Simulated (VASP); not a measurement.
# FeO (Fm-3m) in VASP: single point with RPBE+D3(BJ)

Aim: the single point of FeO with RPBE+D3(BJ).

All numbers are computed with VASP 6.6.1; they aren't measurements. Logs are shortened: lines on timing, memory, paths and dates and some standing lists are left out, and cuts for length are marked.

**1. The cell of the first run**

It takes space group Fm-3m (No. 225, cubic). Conventional cell: a = 4.311 Å, b = 4.311 Å, c = 4.311 Å, α = 90.00°, β = 90.00°, γ = 90.00°. Within 2.9 Å of Fe (site symmetry m-3m) lie 6 O at 2.16 Å. O (site symmetry m-3m) has 6 Fe at 2.16 Å within 2.9 Å.

**2. Single point, RPBE+D3(BJ), collinear spin, ferromagnetic start**

The input, INCAR:

```
PREC = Accurate
ENCUT = 520
EDIFF = 1E-6
ISMEAR = -1
SIGMA = 0.1
LREAL = False
LASPH = True
NELM = 150
ALGO = Normal
ISIF = 2
LWAVE = False
LCHARG = False
ISPIN = 2
MAGMOM = 2.8 2.8 0 0
LORBIT = 11
LMAXMIX = 4
GGA = RP
IVDW = 12
NBANDS = 26
```

The input, KPOINTS:

```
Automatic mesh
0
Gamma
  9 9 9
```

The input, POSCAR:

```
FeO
1.0
    0.0000000000      2.1554000000      2.1554000000
    2.1554000000      0.0000000000      2.1554000000
    4.3108000000      4.3108000000      0.0000000000
Fe O
2 2
Direct
    0.0000000000      0.0000000000      0.0000000000
    0.0000000000      0.0000000000      0.5000000000
    0.5000000000      0.5000000000      0.2500000000
    0.5000000000      0.5000000000      0.7500000000
```

Potentials or basis: VASP PAW PBE potentials, release 64 (Fe, O).

Launch:

```sh
cat potpaw_PBE.64/Fe/POTCAR potpaw_PBE.64/O/POTCAR > POTCAR
mpirun -np 1 vasp_std > vasp.out
```

OUTCAR:

```text
PREC = Accurate
   ENCUT = 520
   EDIFF = 1E-6
   ISMEAR = -1
   LREAL = False
   LASPH = True
   NELM = 150
   ISIF = 2
   ISPIN = 2
   LORBIT = 11
   GGA = RP
   IVDW = 12
 IVDW          = 12

 ion  position               nearest neighbor table
   1  0.000  0.000  0.000-   4 2.16   3 2.16   4 2.16   3 2.16   4 2.16   3 2.16   2 3.05   2 3.05
                             2 3.05   2 3.05   2 3.05   2 3.05
   2  0.000  0.000  0.500-   3 2.16   3 2.16   4 2.16   3 2.16   4 2.16   4 2.16   1 3.05   1 3.05
                             1 3.05   1 3.05   1 3.05   1 3.05
   3  0.500  0.500  0.250-   1 2.16   1 2.16   2 2.16   1 2.16   2 2.16   2 2.16
   4  0.500  0.500  0.750-   2 2.16   1 2.16   2 2.16   1 2.16   2 2.16   1 2.16

  LATTYP: Found a trigonal (rhomboedric) cell.
 ALAT       =     5.2796301916
 COS(alpha) =     0.8333333333

  Lattice vectors:

 A1 = (   4.3108000000,   2.1554000000,  -2.1554000000)
 A2 = (   2.1554000000,   2.1554000000,  -4.3108000000)
 A3 = (   2.1554000000,   4.3108000000,  -2.1554000000)

Analysis of symmetry for initial positions (statically):
=====================================================================
 Subroutine PRICEL returns following result:

  LATTYP: Found a face centered cubic cell.
 ALAT       =     4.3108000000

  Lattice vectors:

 A1 = (   0.0000000000,   2.1554000000,   2.1554000000)
 A2 = (   2.1554000000,   0.0000000000,   2.1554000000)
 A3 = (   2.1554000000,   2.1554000000,   0.0000000000)

   2 primitive cells build up your supercell.

 Routine SETGRP: Setting up the symmetry group for a
 trigonal (rhombohedral) supercell.

 Subroutine GETGRP returns: Found 12 space group operations
 (whereof 12 operations were pure point group operations)
 out of a pool of 12 trial point group operations.

The static configuration has the point symmetry D_3d.

Analysis of symmetry for dynamics (positions and initial velocities):
=====================================================================
 Subroutine PRICEL returns following result:

  LATTYP: Found a face centered cubic cell.
 ALAT       =     4.3108000000

  Lattice vectors:

 A1 = (   0.0000000000,   2.1554000000,   2.1554000000)
 A2 = (   2.1554000000,   0.0000000000,   2.1554000000)
 A3 = (   2.1554000000,   2.1554000000,   0.0000000000)

   2 primitive cells build up your supercell.

 Routine SETGRP: Setting up the symmetry group for a
 trigonal (rhombohedral) supercell.

 Subroutine GETGRP returns: Found 12 space group operations
 (whereof 12 operations were pure point group operations)
 out of a pool of 12 trial point group operations.

The dynamic configuration has the point symmetry D_3d.

Analysis of structural, dynamic, and magnetic symmetry:
=====================================================================
 Subroutine PRICEL returns following result:

  LATTYP: Found a face centered cubic cell.
 ALAT       =     4.3108000000

  Lattice vectors:

 A1 = (   0.0000000000,   2.1554000000,   2.1554000000)
 A2 = (   2.1554000000,   0.0000000000,   2.1554000000)
 A3 = (   2.1554000000,   2.1554000000,   0.0000000000)

   2 primitive cells build up your supercell.

 Routine SETGRP: Setting up the symmetry group for a
 trigonal (rhombohedral) supercell.

 Subroutine GETGRP returns: Found 12 space group operations
 (whereof 12 operations were pure point group operations)
 out of a pool of 12 trial point group operations.

The overall configuration has the point symmetry D_3d.

 Subroutine INISYM returns: Found 12 space group operations
 (whereof 12 operations are pure point group operations),
 and found     2 'primitive' translations

----------------------------------------------------------------------------------------

                                     Primitive cell

  volume of cell :      20.0269

  direct lattice vectors                    reciprocal lattice vectors
     0.000000000  2.155400000  2.155400000    -0.231975503  0.231975503  0.231975503
     2.155400000  0.000000000  2.155400000     0.231975503 -0.231975503  0.231975503
     2.155400000  2.155400000  0.000000000     0.231975503  0.231975503 -0.231975503

  length of vectors
     3.048195912  3.048195912  3.048195912     0.401793358  0.401793358  0.401793358

  position of ions in fractional coordinates (direct lattice)
     0.000000000  0.000000000  0.000000000
     0.500000000  0.500000000  0.500000000

  ion indices of the primitive-cell ions
   primitive index   ion index
                 1           1
                 2           3

----------------------------------------------------------------------------------------

 KPOINTS: Automatic mesh

Automatic generation of k-mesh.
 Grid dimensions read from file:
 generate k-points for:    9    9    9

 Generating k-lattice:

  Cartesian coordinates                     Fractional coordinates (reciprocal lattice)
    -0.025775056  0.025775056  0.025775056     0.111111111  0.000000000  0.000000000
     0.025775056 -0.025775056  0.025775056     0.000000000  0.111111111  0.000000000
     0.012887528  0.012887528 -0.012887528     0.000000000  0.000000000  0.111111111

  Length of vectors
     0.044643706  0.044643706  0.022321853

  Shift w.r.t. Gamma in fractional coordinates (k-lattice)
     0.000000000  0.000000000  0.000000000

 Subroutine IBZKPT returns following result:
 ===========================================

 Found     85 irreducible k-points:

 Following reciprocal coordinates:
            Coordinates               Weight
  0.000000  0.000000  0.000000      1.000000
  0.111111  0.000000  0.000000      6.000000
  0.222222  0.000000  0.000000      6.000000
  0.333333  0.000000  0.000000      6.000000
  0.444444  0.000000  0.000000      6.000000
  0.111111  0.111111  0.000000      6.000000
[... 16 lines left out ...]
 -0.333333  0.333333  0.000000      6.000000
  0.444444  0.444444  0.000000      6.000000
 [... further k-points ...]
   k-points           NKPTS =     85   k-points in BZ     NKDIM =     85   number of bands    NBANDS=     26
   number of dos      NEDOS =    301   number of ions     NIONS =      4
   total plane-waves  NPLWV =  27648
   dimension x,y,z NGX =    24 NGY =   24 NGZ =   48
   dimension x,y,z NGXF=    48 NGYF=   48 NGZF=   96
   ions per type =               2   2
   NGX,Y,Z   is equivalent  to a cutoff of  13.09, 13.09, 13.09 a.u.
   NGXF,Y,Z  is equivalent  to a cutoff of  26.18, 26.18, 26.18 a.u.
 SYSTEM =  unknown system
   PREC   = accura    normal or accurate (medium, high low for compatibility)
   ISTART =      0    job   : 0-new  1-cont  2-samecut
   ICHARG =      2    charge: 1-file 2-atom 10-const
   ISPIN  =      2    spin polarized calculation?
   LNONCOLLINEAR =      F non collinear calculations
   LSORBIT =      F    spin-orbit coupling
   LASPH  =      T    aspherical Exc in radial PAW
   ENCUT  =  520.0 eV  38.22 Ry    6.18 a.u.   5.67  5.67 11.34*2*pi/ulx,y,z
   NELM   =    150;   NELMIN=  2; NELMDL= -5     # of ELM steps
   EDIFF  = 0.1E-05   stopping-criterion for ELM
   LREAL  =      F    real-space projection
   EDIFFG = 0.1E-04   stopping-criterion for IOM
   NSW    =      0    number of steps for IOM
   IBRION =     -1    ionic relax: 0-MD 1-quasi-New 2-CG
   NFREE  =      0    steps in history (QN), initial steepest desc. (CG)
   ISIF   =      2    stress and relaxation
   ISYM   =      2    0-nonsym 1-usesym 2-fastsym
   POTIM  = 0.5000    time-step for ionic-motion
   TEBEG  =    0.0;   TEEND  =   0.0 temperature during run
   PSTRESS=    0.0 pullay stress
   NELECT =      28.0000    total number of electrons
   NUPDOWN=      -1.0000    fix difference up-down
   EMIN   =  10.00;   EMAX   =-10.00  energy-range for DOS
   EFERMI =   0.00;   METHOD = LEGACY
   ISMEAR =    -1;   SIGMA  =   0.10  broadening in eV -4-tet -1-fermi 0-gaus
   EFERMI_NEDOS =   21; number of points for ismear=-14 and -15
   IALGO  =     38    algorithm
   IMIX   =      4    mixing-type and parameters
     AMIX     =   0.40;   BMIX     =  1.00
     AMIX_MAG =   1.60;   BMIX_MAG =  1.00
  volume/ion in A,a.u.               =      10.01        67.57
  Fermi-wavevector in a.u.,A,eV,Ry     =   1.452935  2.745650 28.722187  2.111021
  Thomas-Fermi vector in A             =   2.570260
   LORBIT       =     11    0 simple, 1 ext, 2 COOP (PROOUT), +10 PAW based schemes
   GGA     = RP    functional components
   LHFCALC =     F    Hartree Fock is set to
   AEXX    =    0.0000 exact exchange contribution
   IVDW    =    12    specifies the selected vdW correction
   LEPSILON=     F    determine dielectric tensor
   LRPA    =     F    only Hartree local field effects (RPA)
 spin polarized calculation
  energy-cutoff  :      520.00
  volume of cell :       40.05
 maximum number of plane-waves:      1094
   NGX = 11   NGY = 11   NGZ = 23

 number of electron      27.9999997 magnetization       7.9968888

 Free energy of the ion-electron system (eV)
  ---------------------------------------------------
  ext. energy  EPLUGINS =         0.00000000
  ---------------------------------------------------
  free energy    TOTEN  =       -28.28554155 eV

  energy without entropy =      -28.19130773  energy(sigma->0) =      -28.23842464

 E-fermi :   6.3762     XC(G=0): -12.0034

 val. band max:        6.3744204225   @ k =  -0.2222   0.3333   0.2222
 cond. band min:       6.3889788220   @ k =  -0.3333   0.3333   0.0000
 fundamental gap:      0.0145583995
 Fermi energy:         6.3761744251

 spin component 1

 k-point     1 :       0.0000    0.0000    0.0000
  band No.  band energies     occupation
      1     -14.4457      1.00000
      2     -13.2965      1.00000
      3      -2.3504      1.00000
      4      -0.2776      1.00000
      5      -0.2776      1.00000
      6       2.4562      1.00000
[... 18 lines left out ...]
     25      23.4360      0.00000
     26      23.4361      0.00000

 k-point     2 :       0.1111    0.0000    0.0000
  band No.  band energies     occupation
      1     -14.3270      1.00000
      2     -13.3024      1.00000
      3      -2.1113      1.00000
      4      -0.3026      1.00000
      5      -0.1588      1.00000
      6       1.3822      1.00000
[... 18 lines left out ...]
     25      23.0295      0.00000
[... 608 lines left out ...]
     25      19.2585      0.00000
     26      20.2856      0.00000

 k-point    24 :       0.4444    0.4444    0.0000
  band No.  band energies     occupation
      1     -13.3546      1.00000
      2     -13.3112      1.00000
      3      -2.2570      1.00000
      4      -1.0337      1.00000
      5      -0.2609      1.00000
      6      -0.2463      1.00000
[... 18 lines left out ...]
     25      19.1234      0.00000
     26      21.1327      0.00000

 [... further k-points ...]

 spin component 2

 k-point     1 :       0.0000    0.0000    0.0000
  band No.  band energies     occupation
      1     -13.9197      1.00000
      2     -12.7518      1.00000
      3      -1.6072      1.00000
      4       1.2391      1.00000
      5       1.2393      1.00000
      6       3.1180      1.00000
[... 18 lines left out ...]
     25      24.2724      0.00000
     26      24.2727      0.00000

 k-point     2 :       0.1111    0.0000    0.0000
  band No.  band energies     occupation
      1     -13.7993      1.00000
      2     -12.7525      1.00000
      3      -1.3716      1.00000
      4       1.0879      1.00000
      5       1.3081      1.00000
      6       2.2252      1.00000
[... 18 lines left out ...]
     25      23.9317      0.00000
[... 608 lines left out ...]
     25      20.2347      0.00000
     26      21.3192      0.00000

 k-point    24 :       0.4444    0.4444    0.0000
  band No.  band energies     occupation
      1     -12.7675      1.00000
      2     -12.7655      1.00000
      3      -1.5127      1.00000
      4      -0.5187      1.00000
      5       1.2252      1.00000
      6       1.2537      1.00000
[... 18 lines left out ...]
     25      20.0051      0.00000
     26      22.1024      0.00000

 [... further k-points ...]

------------------------ aborting loop because EDIFF is reached ----------------------------------------

 Edisp (eV)   -3.46038

 E8    (eV) :    -2.0583

  FORCE on cell =-STRESS in cart. coord.  units (eV):
  Direction    XX          YY          ZZ          XY          YZ          ZX
  --------------------------------------------------------------------------------------
  -------------------------------------------------------------------------------------
  Total      -2.59006    -2.59006    -2.59006    -0.00656     0.00656     0.00656
  in kB    -103.60401  -103.60401  -103.60401    -0.26225     0.26225     0.26225
  external pressure =     -103.60 kB  Pullay stress =        0.00 kB

 VOLUME and BASIS-vectors are now :
 -----------------------------------------------------------------------------
  energy-cutoff  :      520.00
  volume of cell :       40.05
      direct lattice vectors                 reciprocal lattice vectors
     0.000000000  2.155400000  2.155400000    -0.231975503  0.231975503  0.231975503
     2.155400000  0.000000000  2.155400000     0.231975503 -0.231975503  0.231975503
     4.310800000  4.310800000  0.000000000     0.115987752  0.115987752 -0.115987752

 POSITION                                       TOTAL-FORCE (eV/Angst)
 -----------------------------------------------------------------------------------
      0.00000      0.00000      0.00000        -0.000000     -0.000000      0.000000
      2.15540      2.15540      0.00000        -0.000000      0.000000     -0.000000
      2.15540      2.15540      2.15540         0.000000      0.000000     -0.000000
      4.31080      4.31080      2.15540        -0.000000     -0.000000      0.000000
 -----------------------------------------------------------------------------------
    total drift:                               -0.000000     -0.000000     -0.000000

  FREE ENERGIE OF THE ION-ELECTRON SYSTEM (eV)
  ---------------------------------------------------
  free  energy   TOTEN  =       -31.7459170501 eV

  energy  without entropy=      -31.6516832244  energy(sigma->0) =      -31.69880014

 total charge

# of ion       s       p       d       tot
------------------------------------------
    1        0.284   0.356   6.080   6.720
    2        0.284   0.356   6.080   6.720
    3        1.562   3.448   0.000   5.009
    4        1.562   3.448   0.000   5.009
--------------------------------------------------
tot          3.692   7.607  12.160  23.458

 magnetization (x)

# of ion       s       p       d       tot
------------------------------------------
    1        0.026   0.020   3.578   3.625
    2        0.026   0.020   3.578   3.625
    3        0.030   0.269   0.000   0.298
    4        0.030   0.269   0.000   0.298
--------------------------------------------------
tot          0.112   0.578   7.157   7.846
```

It took 6.5 min on 1 thread of AMD EPYC 7R13, shared host; peak memory 0.26 GiB.

What came out:

```yaml
Free_energy: -31.7459 eV
Pressure: -10.4 GPa
Band_gap_on_the_k_mesh: zero (filled and empty bands overlap)
Net_moment: 8.00 μB per cell
Site_moments: Fe +3.62; O +0.30 μB
Valence_electrons_inside_the_program's_atomic_spheres: Fe 6.72; O 5.01
Dispersion_energy_per_atom: -0.865 eV
```

Caveat: the cell stands under tension; the PAW data sets were made with another functional, which shifts forces and pressure a little; semilocal functionals often make such compounds metallic where correlation or magnetic order opens a gap, which also shifts bond lengths; only a ferromagnetic start was run, and an antiferromagnetic order may lie lower in energy. With open d or f shells a metallic result of RPBE can be an artefact of self-interaction; +U or a hybrid may open a gap.
